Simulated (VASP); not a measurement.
A run of VASP 6.6.1 is set up as follows.

Contents of INCAR:

```
PREC = Accurate
ENCUT = 520
EDIFF = 1E-7
ISMEAR = -1
SIGMA = 0.3
LREAL = False
LASPH = True
NELM = 80
ALGO = Normal
ISIF = 2
LWAVE = False
LCHARG = False
NBANDS = 12
```

The input KPOINTS:

```
Automatic mesh
0
Gamma
  15 15 15
```

The input POSCAR:

```
V
1.0
   -1.4636513664      1.4636513664      1.4636513664
    1.4636513664     -1.4636513664      1.4636513664
    1.4636513664      1.4636513664     -1.4636513664
V
1
Direct
    0.0000000000      0.0000000000      0.0000000000
```

Potentials or basis: VASP PAW LDA potentials, release 64 (V_sv).

The run is started by

```bash
$ cat potpaw_LDA.64/V_sv/POTCAR > POTCAR
$ mpirun -np 1 vasp_std > vasp.out
```

Q: Estimate the pressure.

A: 3.0 GPa.
